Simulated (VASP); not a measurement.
Here is a VASP 6.6.1 calculation.

The input INCAR:

```
  PREC = Accurate
  ENCUT = 520
  EDIFF = 1E-6
  ISMEAR = 0
  SIGMA = 0.15
  LREAL = False
  LASPH = True
  NELM = 80
  ALGO = Fast
  ISIF = 2
  LWAVE = False
  LCHARG = False
  GGA = CA
  NBANDS = 10
```

Contents of KPOINTS:

```
regular mesh
0
Gamma
  18 18 18
```

The input POSCAR:

```
Na
1.0
   -1.8555106036      1.8555106036      2.6056338938
    1.8555106036     -1.8555106036      2.6056338938
    1.8555106036      1.8555106036     -2.6056338938
Na
1
Direct
    0.0000000000      0.0000000000      0.0000000000
```

Potentials or basis: VASP PAW LDA potentials, release 64 (Na_pv).

The run is started by

```sh
$ cat potpaw_LDA.64/Na_pv/POTCAR > POTCAR
$ mpirun -np 1 vasp_std > vasp.out
```

(1) Estimate the pressure.

(2) What does it give for the band gap on the k mesh?

## Answers

(1) -0.7 GPa.

(2) zero (an odd number of electrons rules out a gap without spin polarisation).
